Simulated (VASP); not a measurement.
# SiC (P6_3mc) in VASP: notebook, part 2 of 3

VASP 6.6.1. The steps go on from the part before.

## 3. Single point, PBEsol-based screened hybrid with 25 % exact exchange

This run uses another cell than the first one, of 10.34 Å³/atom.

File POSCAR:

```
SiC
1.0
    3.0760000000      0.0000000000      0.0000000000
   -1.5380000000      2.6638941420      0.0000000000
    0.0000000000      0.0000000000      5.0480000000
Si C
2 2
Direct
    0.6666666667      0.3333333333      0.5000000000
    0.3333333333      0.6666666667      0.0000000000
    0.6666666667      0.3333333333      0.8850000000
    0.3333333333      0.6666666667      0.3850000000
```

File INCAR.step1:

```
PREC = Accurate
ENCUT = 520
EDIFF = 1E-5
ISMEAR = -1
SIGMA = 0.05
LREAL = False
LASPH = True
NELM = 100
ALGO = Normal
ISIF = 2
LWAVE = True
LCHARG = False
GGA = PE
NBANDS = 16
```

File INCAR.step2:

```
PREC = Accurate
ENCUT = 520
EDIFF = 1E-6
ISMEAR = -1
SIGMA = 0.05
LREAL = False
LASPH = True
NELM = 100
ALGO = Normal
ISIF = 2
LWAVE = False
LCHARG = False
GGA = PS
LHFCALC = True
AEXX = 0.25
HFSCREEN = 0.207
PRECFOCK = Normal
ISTART = 1
NBANDS = 16
```

File KPOINTS:

```
regular mesh
0
Gamma
  5 5 3
```

Potentials or basis: VASP PAW PBE potentials, release 64 (Si, C).

Run with:

```
$ cat potpaw_PBE.64/Si/POTCAR potpaw_PBE.64/C/POTCAR > POTCAR
$ cp INCAR.step1 INCAR
$ mpirun -np 1 vasp_std > vasp.out
$ cp INCAR.step2 INCAR
$ mpirun -np 1 vasp_std > vasp.out
```

OUTCAR:

```text
PREC = Accurate
   ENCUT = 520
   EDIFF = 1E-6
   ISMEAR = -1
   LREAL = False
   LASPH = True
   NELM = 100
   ISIF = 2
   GGA = PS
   LHFCALC = True
   AEXX = 0.25
   HFSCREEN = 0.207
   PRECFOCK = Normal
   ISTART = 1

 ion  position               nearest neighbor table
   1  0.667  0.333  0.500-   4 1.87   4 1.87   4 1.87   3 1.94   2 3.09   2 3.09   2 3.09   2 3.09
                             2 3.09   2 3.09
   2  0.333  0.667  0.000-   3 1.87   3 1.87   3 1.87   4 1.94   1 3.09   1 3.09   1 3.09   1 3.09
                             1 3.09   1 3.09
   3  0.667  0.333  0.885-   2 1.87   2 1.87   2 1.87   1 1.94
   4  0.333  0.667  0.385-   1 1.87   1 1.87   1 1.87   2 1.94

  LATTYP: Found a hexagonal cell.
 ALAT       =     3.0760000000
 C/A-ratio  =     1.6410923277

  Lattice vectors:

 A1 = (   3.0760000000,   0.0000000000,   0.0000000000)
 A2 = (  -1.5380000000,   2.6638941420,   0.0000000000)
 A3 = (   0.0000000000,   0.0000000000,   5.0480000000)

Analysis of symmetry for initial positions (statically):
=====================================================================
 Subroutine PRICEL returns:
 Original cell was already a primitive cell.

 Routine SETGRP: Setting up the symmetry group for a
 hexagonal supercell.

 Subroutine GETGRP returns: Found 12 space group operations
 (whereof  6 operations were pure point group operations)
 out of a pool of 24 trial point group operations.

The static configuration has the point symmetry C_3v.
 The point group associated with its full space group is C_6v.

Analysis of symmetry for dynamics (positions and initial velocities):
=====================================================================
 Subroutine PRICEL returns:
 Original cell was already a primitive cell.
[... 122 lines left out ...]
   LORBIT       =      0    0 simple, 1 ext, 2 COOP (PROOUT), +10 PAW based schemes
   GGA     = PS    functional components
   LHFCALC =     T    Hartree Fock is set to
   PRECFOCK=normal    Normal, Fast or Accurate (Low or Medium for compatibility)
   ENCUT4O =  -1.0   cutoff for four orbital integrals eV
   NKREDX  =     1    reduce k-point grid by
   NKREDY  =     1    reduce k-point grid by
   NKREDZ  =     1    reduce k-point grid by
   AEXX    =    0.2500 exact exchange contribution
   HFSCREEN=    0.2070 screening length (either q_TF or 0.3 A-1)
   HFSCREENC=   0.2070 screening length for correlation (either q_TF or 0.3 A-1)
   ENCUTFOCK=  -1.0 apply spherical cutoff to Coloumb kernel
   IVDW    =     0    specifies the selected vdW correction
   LEPSILON=     F    determine dielectric tensor
   LRPA    =     F    only Hartree local field effects (RPA)
 non-spin polarized calculation
  energy-cutoff  :      520.00
  volume of cell :       41.36
 maximum number of plane-waves:      1118
 NGX is ok and might be reduce to    24
  NGX = 18; NGY = 18; NGZ = 30

 number of electron      16.0000000 magnetization

 Free energy of the ion-electron system (eV)
  ---------------------------------------------------
  ext. energy  EPLUGINS =         0.00000000
  ---------------------------------------------------
  free energy    TOTEN  =       -35.92461604 eV

  energy without entropy =      -35.92461604  energy(sigma->0) =      -35.92461604

 E-fermi :   8.8783     XC(G=0):  -9.4263

 val. band max:        7.8118020298   @ k =   0.0000   0.0000   0.0000
 cond. band min:      11.4994871840   @ k =   0.4000  -0.0000   0.0000
 fundamental gap:      3.6876851542
 Fermi energy:         8.8782575395

 k-point     1 :       0.0000    0.0000    0.0000
  band No.  band energies     occupation
      1      -9.5533      2.00000
      2      -5.7485      2.00000
      3      -1.7772      2.00000
      4       6.0638      2.00000
      5       6.0638      2.00000
      6       7.4907      2.00000
[... 167 lines left out ...]
      3      -1.2419      2.00000
      4      -0.5077      2.00000
      5       1.8385      2.00000
      6       3.1832      2.00000
[... 8 lines left out ...]
     15      21.3014      0.00000
     16      21.9894      0.00000

------------------------ aborting loop because EDIFF is reached ----------------------------------------

  FORCE on cell =-STRESS in cart. coord.  units (eV):
  Direction    XX          YY          ZZ          XY          YZ          ZX
  --------------------------------------------------------------------------------------
  -------------------------------------------------------------------------------------
  Total       -0.4441662     -0.4441662     -1.7085153     -0.0000000      0.0000000      0.0000000
  in kB      -17.2041604    -17.2041604    -66.1769605     -0.0000000      0.0000000      0.0000000
  external PRESSURE =     -33.5284271 kB  Pullay stress =       0.0000000 kB

 VOLUME and BASIS-vectors are now :
 -----------------------------------------------------------------------------
  energy-cutoff  :      520.00
  volume of cell :       41.36
      direct lattice vectors                 reciprocal lattice vectors
     3.076000000  0.000000000  0.000000000     0.325097529  0.187695146  0.000000000
    -1.538000000  2.663894142  0.000000000     0.000000000  0.375390292  0.000000000
     0.000000000  0.000000000  5.048000000     0.000000000  0.000000000  0.198098257

 POSITION                                       TOTAL-FORCE (eV/Angst)
 -----------------------------------------------------------------------------------
      1.53800      0.88796      2.52400        -0.000000      0.000000      0.758083
     -0.00000      1.77593      0.00000         0.000000     -0.000000      0.758083
      1.53800      0.88796      4.46748        -0.000000      0.000000     -0.758083
     -0.00000      1.77593      1.94348         0.000000     -0.000000     -0.758083
 -----------------------------------------------------------------------------------
    total drift:                                0.000000      0.000000     -0.000187

  FREE ENERGIE OF THE ION-ELECTRON SYSTEM (eV)
  ---------------------------------------------------
  free  energy   TOTEN  =       -35.9246160391 eV

  energy  without entropy=      -35.9246160390  energy(sigma->0) =      -35.92461604
```

OUTCAR.step1:

```text
PREC = Accurate
   ENCUT = 520
   EDIFF = 1E-5
   ISMEAR = -1
   LREAL = False
   LASPH = True
[... 406 lines left out ...]
     -0.00000      1.77593      0.00000         0.000000      0.000000      0.738797
      1.53800      0.88796      4.46748         0.000000      0.000000     -0.738797
     -0.00000      1.77593      1.94348        -0.000000      0.000000     -0.738797
 -----------------------------------------------------------------------------------
    total drift:                                0.000000      0.000000      0.000075

  FREE ENERGIE OF THE ION-ELECTRON SYSTEM (eV)
  ---------------------------------------------------
  free  energy   TOTEN  =       -30.0261063676 eV

  energy  without entropy=      -30.0261063675  energy(sigma->0) =      -30.02610637
```

OSZICAR.step1:

```text
N       E                     dE             d eps       ncg     rms          rms(c)
DAV:   1     0.235343826960E+02    0.23534E+02   -0.71090E+03   320   0.888E+02
DAV:   2    -0.313866472624E+02   -0.54921E+02   -0.50831E+02   472   0.157E+02
DAV:   3    -0.337804698781E+02   -0.23938E+01   -0.23872E+01   408   0.300E+01
DAV:   4    -0.337974042471E+02   -0.16934E-01   -0.16932E-01   400   0.311E+00
DAV:   5    -0.337975692312E+02   -0.16498E-03   -0.16498E-03   424   0.290E-01    0.125E+01
DAV:   6    -0.301215271966E+02    0.36760E+01   -0.66150E+00   400   0.157E+01    0.566E+00
DAV:   7    -0.300435405183E+02    0.77987E-01   -0.10940E+00   448   0.614E+00    0.249E+00
DAV:   8    -0.300270641197E+02    0.16476E-01   -0.45273E-02   368   0.137E+00    0.632E-01
DAV:   9    -0.300257507515E+02    0.13134E-02   -0.72977E-03   424   0.581E-01    0.124E-01
DAV:  10    -0.300260790360E+02   -0.32828E-03   -0.10073E-03   400   0.184E-01    0.578E-02
DAV:  11    -0.300261054875E+02   -0.26452E-04   -0.93896E-05   368   0.685E-02    0.137E-02
DAV:  12    -0.300261063676E+02   -0.88005E-06   -0.64191E-06   256   0.165E-02
   1 F= -.30026106E+02 E0= -.30026106E+02  d E =-.536709E-10
```

It took 6.2 min on 1 thread of Intel Xeon Platinum 8259CL at 2.50GHz (Skylake/Cascade Lake), shared host; peak memory 0.25 GiB.

What came out:

| Property | Result |
| --- | --- |
| Free energy | -35.9246 eV |
| Pressure | -3.4 GPa |
| Largest force | 0.758 eV/Å |
| Band gap on the k mesh | 3.69 eV (least direct gap 5.24 eV) |

Forces in eV/Å, atoms in the order of the input:
```
Si   0.000  0.000  0.758
Si   0.000  0.000  0.758
C    0.000  0.000 -0.758
C    0.000  0.000 -0.758
```

Caveat: the k points lie up to 0.47 Å⁻¹ apart; the PAW data sets were made with another functional, which shifts forces and pressure a little; an odd mesh through Γ misses points on the zone boundary, where band edges can lie.

## 4. Single point, r2SCAN0

This run uses another cell than the first one, of 10.34 Å³/atom.

POSCAR is that of step 3.

File INCAR.step1:

```
ALGO     = Normal         # electronic algorithm
EDIFF    = 1E-5           # SCF threshold, eV
ENCUT    = 520            # plane-wave cutoff, eV
GGA      = PE             # functional
ISIF     = 2              # what is computed and relaxed
ISMEAR   = -1             # smearing method
LASPH    = True           # aspherical terms in the spheres
LCHARG   = False          # write CHGCAR
LREAL    = False          # projectors in reciprocal space
LWAVE    = True           # write WAVECAR
NBANDS   = 16             # bands
NELM     = 100            # most SCF steps
PREC     = Accurate       # precision mode
SIGMA    = 0.05           # smearing width, eV
```

File INCAR.step2:

```
AEXX     = 0.25           # exact-exchange fraction
ALGO     = Normal         # electronic algorithm
EDIFF    = 1E-6           # SCF threshold, eV
ENCUT    = 520            # plane-wave cutoff, eV
ISIF     = 2              # what is computed and relaxed
ISMEAR   = -1             # smearing method
ISTART   = 1            
LASPH    = True           # aspherical terms in the spheres
LCHARG   = False          # write CHGCAR
LHFCALC  = True           # exact exchange
LMIXTAU  = True         
LREAL    = False          # projectors in reciprocal space
LWAVE    = False          # write WAVECAR
METAGGA  = R2SCAN         # meta-GGA
NBANDS   = 16             # bands
NELM     = 100            # most SCF steps
PREC     = Accurate       # precision mode
PRECFOCK = Normal       
SIGMA    = 0.05           # smearing width, eV
```

File KPOINTS:

```
k-points
0
Gamma
  5 5 3
```

Potentials or basis: VASP PAW PBE potentials, release 64 (Si, C).

Run with:

```
$ cat potpaw_PBE.64/Si/POTCAR potpaw_PBE.64/C/POTCAR > POTCAR
$ cp INCAR.step1 INCAR
$ mpirun -np 1 vasp_std > vasp.out
$ cp INCAR.step2 INCAR
$ mpirun -np 1 vasp_std > vasp.out
```

OUTCAR:

```text
AEXX = 0.25
   EDIFF = 1E-6
   ENCUT = 520
   ISIF = 2
   ISMEAR = -1
   ISTART = 1
   LASPH = True
   LHFCALC = True
   LREAL = False
   METAGGA = R2SCAN
   NELM = 100
   PREC = Accurate
   PRECFOCK = Normal

 ion  position               nearest neighbor table
   1  0.667  0.333  0.500-   4 1.87   4 1.87   4 1.87   3 1.94   2 3.09   2 3.09   2 3.09   2 3.09
                             2 3.09   2 3.09
   2  0.333  0.667  0.000-   3 1.87   3 1.87   3 1.87   4 1.94   1 3.09   1 3.09   1 3.09   1 3.09
                             1 3.09   1 3.09
   3  0.667  0.333  0.885-   2 1.87   2 1.87   2 1.87   1 1.94
[... 387 lines left out ...]
  -------------------------------------------------------------------------------------
  Total       -0.5178180     -0.5178180     -1.6526930      0.0000000      0.0000000      0.0000000
  in kB      -20.0569600    -20.0569599    -64.0147596      0.0000000      0.0000000      0.0000000
  external PRESSURE =     -34.7095598 kB  Pullay stress =       0.0000000 kB

 VOLUME and BASIS-vectors are now :
 -----------------------------------------------------------------------------
  energy-cutoff  :      520.00
  volume of cell :       41.36
      direct lattice vectors                 reciprocal lattice vectors
     3.076000000  0.000000000  0.000000000     0.325097529  0.187695146  0.000000000
    -1.538000000  2.663894142  0.000000000     0.000000000  0.375390292  0.000000000
     0.000000000  0.000000000  5.048000000     0.000000000  0.000000000  0.198098257

 POSITION                                       TOTAL-FORCE (eV/Angst)
 -----------------------------------------------------------------------------------
      1.53800      0.88796      2.52400        -0.000000      0.000000      0.768992
     -0.00000      1.77593      0.00000         0.000000      0.000000      0.768992
      1.53800      0.88796      4.46748         0.000000     -0.000000     -0.768992
     -0.00000      1.77593      1.94348        -0.000000      0.000000     -0.768992
 -----------------------------------------------------------------------------------
    total drift:                                0.000000      0.000000     -0.000383

  FREE ENERGIE OF THE ION-ELECTRON SYSTEM (eV)
  ---------------------------------------------------
  free  energy   TOTEN  =       -43.1884190002 eV

  energy  without entropy=      -43.1884190002  energy(sigma->0) =      -43.18841900
```

OSZICAR.step1:

```text
N       E                     dE             d eps       ncg     rms          rms(c)
DAV:   1     0.235343826960E+02    0.23534E+02   -0.71090E+03   320   0.888E+02
DAV:   2    -0.313866472624E+02   -0.54921E+02   -0.50831E+02   472   0.157E+02
DAV:   3    -0.337804698781E+02   -0.23938E+01   -0.23872E+01   408   0.300E+01
DAV:   4    -0.337974042471E+02   -0.16934E-01   -0.16932E-01   400   0.311E+00
DAV:   5    -0.337975692312E+02   -0.16498E-03   -0.16498E-03   424   0.290E-01    0.125E+01
DAV:   6    -0.301215271966E+02    0.36760E+01   -0.66150E+00   400   0.157E+01    0.566E+00
DAV:   7    -0.300435405183E+02    0.77987E-01   -0.10940E+00   448   0.614E+00    0.249E+00
DAV:   8    -0.300270641197E+02    0.16476E-01   -0.45273E-02   368   0.137E+00    0.632E-01
DAV:   9    -0.300257507515E+02    0.13134E-02   -0.72977E-03   424   0.581E-01    0.124E-01
DAV:  10    -0.300260790360E+02   -0.32828E-03   -0.10073E-03   400   0.184E-01    0.578E-02
DAV:  11    -0.300261054875E+02   -0.26452E-04   -0.93896E-05   368   0.685E-02    0.137E-02
DAV:  12    -0.300261063676E+02   -0.88005E-06   -0.64191E-06   256   0.165E-02
   1 F= -.30026106E+02 E0= -.30026106E+02  d E =-.536709E-10
```

Run time: 7.4 min. Hardware: 1 thread of Intel Xeon Platinum 8259CL at 2.50GHz (Skylake/Cascade Lake), shared host; peak memory 0.16 GiB.

Results:

| Property | Result |
| --- | --- |
| Free energy | -43.1884 eV |
| Pressure | -3.5 GPa |
| Largest force | 0.769 eV/Å |
| Band gap on the k mesh | 4.79 eV (least direct gap 6.40 eV) |

Forces on the atoms (eV/Å):
```
Si   0.000  0.000  0.769
Si   0.000  0.000  0.769
C    0.000  0.000 -0.769
C    0.000  0.000 -0.769
```

Stress tensor (GPa, compression positive):
```
-2.01  0.00  0.00
 0.00 -2.01  0.00
 0.00  0.00 -6.40
```

Caveat: the k points lie up to 0.47 Å⁻¹ apart; the PAW data sets were made with another functional, which shifts forces and pressure a little; an odd mesh through Γ misses points on the zone boundary, where band edges can lie.

[end of part 2 of 3]
